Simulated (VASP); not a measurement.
A run of VASP 6.6.1 is set up as follows.

Contents of INCAR:

```
  PREC = Accurate
  ENCUT = 520
  EDIFF = 1E-7
  ISMEAR = 0
  SIGMA = 0.15
  LREAL = F
  LASPH = T
  NELM = 80
  ALGO = Normal
  ISIF = 2
  LWAVE = F
  LCHARG = F
  GGA = PE
  NBANDS = 24
```

KPOINTS

```
regular mesh
0
Gamma
  12 12 12
```

The input POSCAR:

```
TaF3
1.0
    3.9012000000      0.0000000000      0.0000000000
    0.0000000000      3.9012000000      0.0000000000
    0.0000000000      0.0000000000      3.7841640000
Ta F
1 3
Direct
    0.0000000000      0.0000000000      0.0000000000
    0.5000000000      0.0000000000      0.0000000000
    0.0000000000      0.5000000000      0.0000000000
    0.0000000000      0.0000000000      0.5000000000
```

Potentials or basis: VASP PAW PBE potentials, release 64 (Ta_pv, F).

The run is started by

```console
$ cat potpaw_PBE.64/Ta_pv/POTCAR potpaw_PBE.64/F/POTCAR > POTCAR
$ mpirun -np 1 vasp_std > vasp.out
```

Problem. What does it give for the pressure?

Solution. 33.3 GPa.

Problem. Predict the band gap on the k mesh.

Solution. Zero (bands 16 and 17 overlap by 3.07 eV).

Stress tensor (GPa, compression positive):
```
28.02  0.00  0.00
 0.00 28.02  0.00
 0.00  0.00 43.93
```

Caveat: the cell differs from its parent crystal (strain +0.000 along x and y, -0.030 along z); the cell stands under pressure; spin-orbit coupling is left out, which moves the levels of the heavy elements.
